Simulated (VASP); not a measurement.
# Br (Cmce) in VASP: notebook

Aim: see how the results for Br move with the level of theory and the settings. Levels: PBEsol, LDA, PBE+D4, PBE+D3(BJ). Tasks: relaxation of cell and atoms, single point.

Program: VASP 6.6.1. These are calculated values, not measurements. Logs are shortened: lines on timing, memory, paths and dates and some standing lists are left out, and cuts for length are marked.

## 1. The cell of the first run

It takes space group Cmce (No. 64, orthorhombic). Conventional cell: a = 6.726 Å, b = 4.645 Å, c = 8.702 Å, α = 90.00°, β = 90.00°, γ = 90.00°. Br (site symmetry m) has 1 Br at 2.29 Å within 3.0 Å.

## 2. Relaxation of cell and atoms, PBEsol, target pressure 2 GPa, at which the enthalpy is minimised

Contents of INCAR:

```
PREC = Accurate
ENCUT = 600
EDIFF = 1E-7
ISMEAR = -1
SIGMA = 0.05
LREAL = False
LASPH = True
NELM = 80
ALGO = Normal
ISIF = 3
LWAVE = False
LCHARG = False
GGA = PS
IBRION = 2
NSW = 60
EDIFFG = -0.01
PSTRESS = 20.0
```

Contents of KPOINTS:

```
Automatic mesh
0
Gamma
  7 7 3
```

Contents of POSCAR:

```
Br
1.0
    3.3632500000     -2.3225500000      0.0000000000
    3.3632500000      2.3225500000      0.0000000000
    0.0000000000      0.0000000000      8.7023000000
Br
4
Direct
    0.3651000000      0.6349000000      0.3901000000
    0.1349000000      0.8651000000      0.8901000000
    0.6349000000      0.3651000000      0.6099000000
    0.8651000000      0.1349000000      0.1099000000
```

Potentials or basis: VASP PAW PBE potentials, release 64 (Br).

On the command line:

```bash
> cat potpaw_PBE.64/Br/POTCAR > POTCAR
> mpirun -np 1 vasp_std > vasp.out
```

OUTCAR:

```text
PREC = Accurate
   ENCUT = 600
   EDIFF = 1E-7
   ISMEAR = -1
   LREAL = False
   LASPH = True
   NELM = 80
   ISIF = 3
   GGA = PS
   IBRION = 2
   NSW = 60
   EDIFFG = -0.01
   PSTRESS = 20.0

 ion  position               nearest neighbor table
   1  0.365  0.635  0.390-   3 2.29
   2  0.135  0.865  0.890-   4 2.29
   3  0.635  0.365  0.610-   1 2.29
   4  0.865  0.135  0.110-   2 2.29

  LATTYP: Found a base centered orthorhombic cell.
 ALAT       =     4.6451000000
 B/A-ratio  =     1.4480850789
 C/A-ratio  =     1.8734365245

  Lattice vectors:

 A1 = (  -3.3632500000,  -2.3225500000,   0.0000000000)
 A2 = (   3.3632500000,  -2.3225500000,   0.0000000000)
 A3 = (   0.0000000000,   0.0000000000,   8.7023000000)

Analysis of symmetry for initial positions (statically):
=====================================================================
 Subroutine PRICEL returns:
 Original cell was already a primitive cell.

 Routine SETGRP: Setting up the symmetry group for a
 base centered orthorhombic supercell.

 Subroutine GETGRP returns: Found  8 space group operations
 (whereof  4 operations were pure point group operations)
 out of a pool of  8 trial point group operations.

The static configuration has the point symmetry C_2h.
 The point group associated with its full space group is D_2h.

Analysis of symmetry for dynamics (positions and initial velocities):
=====================================================================
 Subroutine PRICEL returns:
 Original cell was already a primitive cell.

 Routine SETGRP: Setting up the symmetry group for a
 base centered orthorhombic supercell.

 Subroutine GETGRP returns: Found  8 space group operations
 (whereof  4 operations were pure point group operations)
 out of a pool of  8 trial point group operations.

The dynamic configuration has the point symmetry C_2h.
 The point group associated with its full space group is D_2h.

 Subroutine INISYM returns: Found  8 space group operations
 (whereof  4 operations are pure point group operations),
 and found     1 'primitive' translations

----------------------------------------------------------------------------------------

                                     Primitive cell

  volume of cell :     135.9528

  direct lattice vectors                    reciprocal lattice vectors
     3.363250000 -2.322550000  0.000000000     0.148665725 -0.215280618  0.000000000
     3.363250000  2.322550000  0.000000000     0.148665725  0.215280618  0.000000000
     0.000000000  0.000000000  8.702300000     0.000000000  0.000000000  0.114912150

  length of vectors
     4.087259359  4.087259359  8.702300000     0.261624239  0.261624239  0.114912150

  position of ions in fractional coordinates (direct lattice)
     0.365100000  0.634900000  0.390100000
     0.134900000  0.865100000  0.890100000
     0.634900000  0.365100000  0.609900000
     0.865100000  0.134900000  0.109900000

  ion indices of the primitive-cell ions
   primitive index   ion index
                 1           1
                 2           2
                 3           3
                 4           4

----------------------------------------------------------------------------------------

 KPOINTS: Automatic mesh

Automatic generation of k-mesh.
 Grid dimensions read from file:
 generate k-points for:    7    7    3

 Generating k-lattice:

  Cartesian coordinates                     Fractional coordinates (reciprocal lattice)
     0.021237961 -0.030754374  0.000000000     0.142857143  0.000000000  0.000000000
     0.021237961  0.030754374  0.000000000     0.000000000  0.142857143  0.000000000
     0.000000000  0.000000000  0.038304050     0.000000000  0.000000000  0.333333333

  Length of vectors
     0.037374891  0.037374891  0.038304050

  Shift w.r.t. Gamma in fractional coordinates (k-lattice)
     0.000000000  0.000000000  0.000000000

 Subroutine IBZKPT returns following result:
 ===========================================

 Found     32 irreducible k-points:

 Following reciprocal coordinates:
            Coordinates               Weight
  0.000000  0.000000  0.000000      1.000000
  0.142857 -0.000000  0.000000      4.000000
  0.285714  0.000000  0.000000      4.000000
  0.428571  0.000000  0.000000      4.000000
  0.142857  0.142857  0.000000      2.000000
  0.285714  0.142857  0.000000      4.000000
[... 16 lines left out ...]
  0.428571  0.142857  0.333333      8.000000
 -0.428571  0.142857  0.333333      8.000000
 [... further k-points ...]
   k-points           NKPTS =     32   k-points in BZ     NKDIM =     32   number of bands    NBANDS=     18
   number of dos      NEDOS =    301   number of ions     NIONS =      4
   total plane-waves  NPLWV =  90720
   dimension x,y,z NGX =    36 NGY =   36 NGZ =   70
   dimension x,y,z NGXF=    72 NGYF=   72 NGZF=  140
   ions per type =               4
   NGX,Y,Z   is equivalent  to a cutoff of  14.64, 14.64, 13.37 a.u.
   NGXF,Y,Z  is equivalent  to a cutoff of  29.29, 29.29, 26.75 a.u.
 SYSTEM =  unknown system
   PREC   = accura    normal or accurate (medium, high low for compatibility)
   ISTART =      0    job   : 0-new  1-cont  2-samecut
   ICHARG =      2    charge: 1-file 2-atom 10-const
   ISPIN  =      1    spin polarized calculation?
   LNONCOLLINEAR =      F non collinear calculations
   LSORBIT =      F    spin-orbit coupling
   LASPH  =      T    aspherical Exc in radial PAW
   ENCUT  =  600.0 eV  44.10 Ry    6.64 a.u.   8.16  8.16 17.38*2*pi/ulx,y,z
   NELM   =     80;   NELMIN=  2; NELMDL= -5     # of ELM steps
   EDIFF  = 0.1E-06   stopping-criterion for ELM
   LREAL  =      F    real-space projection
   EDIFFG = -.1E-01   stopping-criterion for IOM
   NSW    =     60    number of steps for IOM
   IBRION =      2    ionic relax: 0-MD 1-quasi-New 2-CG
   NFREE  =      1    steps in history (QN), initial steepest desc. (CG)
   ISIF   =      3    stress and relaxation
   ISYM   =      2    0-nonsym 1-usesym 2-fastsym
   POTIM  = 0.5000    time-step for ionic-motion
   TEBEG  =    0.0;   TEEND  =   0.0 temperature during run
   PSTRESS=   20.0 pullay stress
   NELECT =      28.0000    total number of electrons
   NUPDOWN=      -1.0000    fix difference up-down
   EMIN   =  10.00;   EMAX   =-10.00  energy-range for DOS
   EFERMI =   0.00;   METHOD = LEGACY
   ISMEAR =    -1;   SIGMA  =   0.05  broadening in eV -4-tet -1-fermi 0-gaus
   EFERMI_NEDOS =   21; number of points for ismear=-14 and -15
   IALGO  =     38    algorithm
   IMIX   =      4    mixing-type and parameters
     AMIX     =   0.40;   BMIX     =  1.00
     AMIX_MAG =   1.60;   BMIX_MAG =  1.00
  volume/ion in A,a.u.               =      33.99       229.36
  Fermi-wavevector in a.u.,A,eV,Ry     =   0.966788  1.826965 12.717090  0.934680
  Thomas-Fermi vector in A             =   2.096619
   LORBIT       =      0    0 simple, 1 ext, 2 COOP (PROOUT), +10 PAW based schemes
   GGA     = PS    functional components
   LHFCALC =     F    Hartree Fock is set to
   AEXX    =    0.0000 exact exchange contribution
   IVDW    =     0    specifies the selected vdW correction
   LEPSILON=     F    determine dielectric tensor
   LRPA    =     F    only Hartree local field effects (RPA)
 conjugate gradient relaxation of ions
 non-spin polarized calculation
  energy-cutoff  :      600.00
  volume of cell :      135.95
 maximum number of plane-waves:      4552
 NGX is ok and might be reduce to    36
   NGX = 17   NGY = 17   NGZ = 35

--------------------------------------- Ionic step        1  -------------------------------------------

 number of electron      28.0000004 magnetization

 Free energy of the ion-electron system (eV)
  ---------------------------------------------------
  ext. energy  EPLUGINS =         0.00000000
  ---------------------------------------------------
  free energy    TOTEN  =        -7.15495270 eV

  energy without entropy =       -7.15495270  energy(sigma->0) =       -7.15495270

------------------------ aborting loop because EDIFF is reached ----------------------------------------

  FORCE on cell =-STRESS in cart. coord.  units (eV):
  Direction    XX          YY          ZZ          XY          YZ          ZX
  --------------------------------------------------------------------------------------
  -------------------------------------------------------------------------------------
  Total        0.0349448     -0.4011033      0.7517282      0.0000000      0.0000000      0.0000000
  in kB        0.4118179     -4.7269228      8.8589682      0.0000000      0.0000000      0.0000000
  external PRESSURE =     -18.4853789 kB  Pullay stress =      20.0000000 kB
[... 103 lines left out ...]
  energy  without entropy=       -7.2608169098  energy(sigma->0) =       -7.26081737

  enthalpy is  TOTEN    =        -5.9109687161 eV   P V=        1.3498491235

[... ionic steps 4 to 11 ...]

--------------------------------------- Ionic step       12  -------------------------------------------

 number of electron      28.0000000 magnetization

------------------------ aborting loop because EDIFF is reached ----------------------------------------
[... 75 lines left out ...]
--------------------------------------- Ionic step       14  -------------------------------------------

 number of electron      28.0000000 magnetization

 Free energy of the ion-electron system (eV)
  ---------------------------------------------------
  ext. energy  EPLUGINS =         0.00000000
  ---------------------------------------------------
  free energy    TOTEN  =        -7.31866261 eV

  energy without entropy =       -7.31866150  energy(sigma->0) =       -7.31866205

 E-fermi :   2.2108     XC(G=0):  -9.2398

 val. band max:        1.6725796635   @ k =   0.0000   0.0000   0.0000
 cond. band min:       2.8031010493   @ k =  -0.4286   0.4286   0.0000
 fundamental gap:      1.1305213858
 Fermi energy:         2.2108382764

 k-point     1 :       0.0000    0.0000    0.0000
  band No.  band energies     occupation
      1     -14.8165      2.00000
      2     -13.8797      2.00000
      3     -12.7122      2.00000
      4     -10.9869      2.00000
      5      -3.9773      2.00000
      6      -1.9919      2.00000
[... 481 lines left out ...]
      5      -3.8817      2.00000
      6      -3.7099      2.00000
[... 10 lines left out ...]
     17       8.7346      0.00000
     18       9.2430      0.00000

 [... further k-points ...]

------------------------ aborting loop because EDIFF is reached ----------------------------------------

  FORCE on cell =-STRESS in cart. coord.  units (eV):
  Direction    XX          YY          ZZ          XY          YZ          ZX
  --------------------------------------------------------------------------------------
  -------------------------------------------------------------------------------------
  Total        1.3643767      1.3213011      1.3161972      0.0000000      0.0000000      0.0000000
  in kB       20.4355902     19.7904053     19.7139589      0.0000000      0.0000000      0.0000000
  external PRESSURE =      -0.0200152 kB  Pullay stress =      20.0000000 kB
[... 23 lines left out ...]
  energy  without entropy=       -7.3186615000  energy(sigma->0) =       -7.31866205

  enthalpy is  TOTEN    =        -5.9833679719 eV   P V=        1.3352946355

 reached required accuracy - stopping structural energy minimisation
```

It took 12 min on 1 thread of Intel Xeon 6975P-C, shared host; peak memory 0.35 GiB.

Results:

* Free energy: -7.3187 eV
* Relaxed volume: 26.74 Å³/atom
* Relaxed cell: a = 3.789 Å, b = 3.789 Å, c = 8.398 Å, α = 90.00°, β = 90.00°, γ = 62.53°
* Space group after relaxing (to 0.05 Å): Cmce (No. 64)
* Energy change on relaxing (the enthalpy is what falls): -40.9 meV/atom
* Ionic steps: 14
* Pressure after relaxing: 2.0 GPa
* Largest force after relaxing: 0.005 eV/Å
* Band gap on the k mesh: 1.13 eV, indirect (least direct gap 1.36 eV)

Forces in eV/Å, atoms in the order of the input:
```
Br   0.000 -0.003  0.004
Br   0.000  0.003  0.004
Br   0.000  0.003 -0.004
Br   0.000 -0.003 -0.004
```

The path:
```
step  energy change (eV)  largest force (eV/Å)  pressure (GPa)  volume (Å³)
   1              0.0000                0.7489            0.15       135.95
   2             -0.0918                0.4078           -0.28       128.38
   3             -0.1059                0.3521            1.18       108.13
   4             -0.1260                0.2780            0.85       109.74
   5             -0.0065                0.5322            5.29       102.65
   6             -0.1103                0.2056            2.37       106.95
   7             -0.1302                0.1625            2.32       106.99
   8             -0.1562                0.2171            2.33       106.96
   9             -0.1690                0.2158            0.61       108.80
  10             -0.1681                0.0712            1.70       107.59
  11             -0.1595                0.0147            2.11       106.64
  12             -0.1613                0.0016            2.05       106.78
  13             -0.1615                0.0003            2.04       106.80
  14             -0.1637                0.0048            2.00       106.97
```

Final structure:
```cif
data_structure
_symmetry_space_group_name_H-M 'P 1'
_symmetry_Int_Tables_number 1
_cell_length_a 3.7888
_cell_length_b 3.7888
_cell_length_c 8.3984
_cell_angle_alpha 90.000
_cell_angle_beta 90.000
_cell_angle_gamma 62.533
_cell_volume 106.97
loop_
_atom_site_label
_atom_site_type_symbol
_atom_site_fract_x
_atom_site_fract_y
_atom_site_fract_z
_atom_site_occupancy
Br1 Br 0.33691 0.66309 0.37924 1
Br2 Br 0.16309 0.83691 0.87924 1
Br3 Br 0.66309 0.33691 0.62076 1
Br4 Br 0.83691 0.16309 0.12076 1
```

Caveat: the cell is relaxed towards a set pressure, so the enthalpy falls and the energy may rise; the volume moved by over 15 % at a fixed basis, so the end points are rough; the PAW data sets were made with another functional, which shifts forces and pressure a little. A k mesh can miss the band edges.

(Part 1 of 2 ends here.)
